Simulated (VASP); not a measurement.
Set up this calculation in VASP 6.6.1, as the native input.

```
Task                   : relaxation of cell and atoms
Functional             : PBE
Potentials or basis    : VASP PAW PBE potentials, release 64 (B)
Cutoff                 : 600 eV
k mesh                 : 26 × 26 × 26
Occupations            : gaussian, width 0.1 eV
Spin                   : no spin polarisation
Dipole correction      : no
Further INCAR settings : ALGO = Fast; EDIFF = 1e-07; IBRION = 2; EDIFFG = -0.01; NSW = 100; ISIF = 3
```

The structure of B lies in POSCAR:

```
B
1.0
    0.0000000000      2.9123753811      5.0399404699
    0.9261705196      0.0000000000      5.0399404699
    0.9261705196      2.9123753811      0.0000000000
B
4
Direct
    0.8304197615      0.8304197615      0.1695802385
    0.0804197615      0.0804197615      0.4195802385
    0.1695802385      0.1695802385      0.8304197615
    0.4195802385      0.4195802385      0.0804197615
```

The cell was generated, and may not be a known phase.

The input as run:

INCAR

```
PREC     = Accurate       # precision mode
ENCUT    = 600            # plane-wave cutoff, eV
EDIFF    = 1E-7           # SCF threshold, eV
ISMEAR   = 0              # smearing method
SIGMA    = 0.1            # smearing width, eV
LREAL    = False          # projectors in reciprocal space
LASPH    = True           # aspherical terms in the spheres
NELM     = 60             # most SCF steps
ALGO     = Fast           # electronic algorithm
ISIF     = 3              # what is computed and relaxed
LWAVE    = False          # write WAVECAR
LCHARG   = False          # write CHGCAR
GGA      = PE             # functional
IBRION   = 2              # ionic algorithm
NSW      = 100            # ionic steps
EDIFFG   = -0.01          # ionic threshold
KPAR     = 4
```

KPOINTS

```
Automatic mesh
0
Gamma
  26 26 26
```

Potentials or basis: VASP PAW PBE potentials, release 64 (B).

The run is started by

```sh
$ cat potpaw_PBE.64/B/POTCAR > POTCAR
$ mpirun -np 4 vasp_std > vasp.out
```

Results of the run:

```
Energy gained by relaxing    : 0.8 meV/atom
Ionic steps                  : 4
Pressure after relaxing      : 0.0 GPa
Largest force after relaxing : 0.003 eV/Å
Band gap on the k mesh       : zero (bands 6 and 7 overlap by 1.82 eV)
```

It took 32 min on 4 MPI ranks on Oxide Virtual Turin-like Processor, on a shared host, peak memory 0.76 GiB a rank.
